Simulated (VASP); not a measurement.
Al3B2P:

```
CELL_PARAMETERS angstrom
2.70171 -4.68466 0.00000
2.70171 4.68466 0.00000
-0.06487 0.00000 3.09712
ATOMIC_POSITIONS crystal
Al 0.00000 0.50000 0.50000
Al 0.50000 0.00000 0.50000
Al 0.50000 0.50000 0.50000
B 0.66700 0.33300 0.00000
B 0.33300 0.66700 0.00000
P 0.00000 0.00000 0.00000
```

| Item | Value |
| --- | --- |
| Program | VASP 6.6.1 |
| Task | relaxation of cell and atoms |
| Functional | PBE |
| Potentials or basis | VASP PAW PBE potentials, release 64 (Al, B, P) |
| Cutoff | 600 eV |
| k mesh | 4 × 4 × 6 |
| Occupations | gaussian, width 0.1 eV |
| Spin | no spin polarisation |

At the start: pressure 4.2 GPa; volume 13.07 Å³/atom.

Q: Where does the relaxation end?

A: Over 4 steps the energy falls by 6.9 meV/atom and the volume is 13.57 Å³/atom (+3.8 %); space group C2/m (No. 12, to 0.05 Å).

The path:
```tsv
step	energy change (eV)	largest force (eV/Å)	pressure (GPa)	volume (Å³)
1	0.0000	0.0249	4.16	78.40
2	-0.0371	0.0135	-1.16	82.31
3	-0.0402	0.0159	-0.08	81.44
4	-0.0414	0.0097	-0.09	81.41
```

Final structure:
```xyz
6
Lattice="2.7322 -4.7329 0.0111 2.7322 4.7329 0.0111 -0.0528 0.0000 3.1477" Properties=species:S:1:pos:R:3 pbc="T T T"
Al    4.0718   -2.3664    1.5905
Al    4.0718    2.3664    1.5905
Al    2.7057    0.0000    1.5850
B     2.6793   -1.5791    3.1588
B     2.7322    1.5791    0.0111
P     5.4643    0.0000    0.0222
```
